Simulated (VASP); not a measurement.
Input of a VASP 6.6.1 run:

INCAR

```
SYSTEM = Ir
PREC = Accurate ; ENCUT = 520
EDIFF = 1E-7 ; ISMEAR = 0
SIGMA = 0.15 ; LREAL = .False.
LASPH = .True. ; NELM = 80
ALGO = Fast ; ISIF = 2
LWAVE = .False. ; LCHARG = .True.
GGA = PE ; LELF = .True.
LVHAR = .True. ; NBANDS = 10
```

The input KPOINTS:

```
regular mesh
0
Gamma
  22 22 22
  0 0 0
```

The input POSCAR:

```
Ir
1.0
    0.0000000000      1.9197000000      1.8621090000
    1.9197000000      0.0000000000      1.8621090000
    1.9197000000      1.9197000000      0.0000000000
Ir
1
Direct
    0.0000000000      0.0000000000      0.0000000000
```

Potentials or basis: VASP PAW PBE potentials, release 64 (Ir).

Run with:

```console
$ cat potpaw_PBE.64/Ir/POTCAR > POTCAR
$ mpirun -np 1 vasp_std > vasp.out
```

Q: What does it give for the pressure?

A: 23.1 GPa.

Stress tensor (GPa, compression positive):
```
19.02  0.00  0.00
 0.00 19.02  0.00
 0.00  0.00 31.11
```

Caveat: the cell differs from its parent crystal (strain -0.0300 x Voigt [0, 0, 1, 0, 0, 0]).
